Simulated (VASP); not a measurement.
Sb, 1 atom in the cell. Symmetry: R-3m, No. 166, trigonal system. The conventional cell has a = 4.718 Å, b = 4.718 Å, c = 4.911 Å, α = 90.00°, β = 90.00°, γ = 120.00°. Within 4.2 Å of Sb (site symmetry -3m) lie 6 Sb at 3.18 Å.  This cell differs from its parent crystal: ratio of the length along [111] to the lengths across it x 0.85, volume and fractional coordinates fixed.

| Property | Result |
| --- | --- |
| Program | VASP 6.6.1 |
| Task | single point |
| Functional | PBEsol |
| Potentials or basis | VASP PAW PBE potentials, release 64 (Sb) |
| Cutoff | 520 eV |
| k mesh | 16 × 16 × 16 |
| Occupations | gaussian, width 0.15 eV |
| Spin | no spin polarisation |
| Dipole correction | no |
| Further INCAR settings | ALGO = Normal; EDIFF = 1e-06; NBANDS = 8 |

Potentials or basis: VASP PAW PBE potentials, release 64 (Sb).

The run is started by

```bash
$ cat potpaw_PBE.64/Sb/POTCAR > POTCAR
$ mpirun -np 1 vasp_std > vasp.out
```

Hardware: 1 thread of AMD EPYC 9R45 96-Core Processor (Zen 5), on a shared host.

Q: Estimate the wall time of this run.

A: It took 24 s on 1 thread of AMD EPYC 9R45 96-Core Processor (Zen 5), with other jobs on the host, peak memory 0.19 GiB. Counts: scf iterations 9, k points 417.
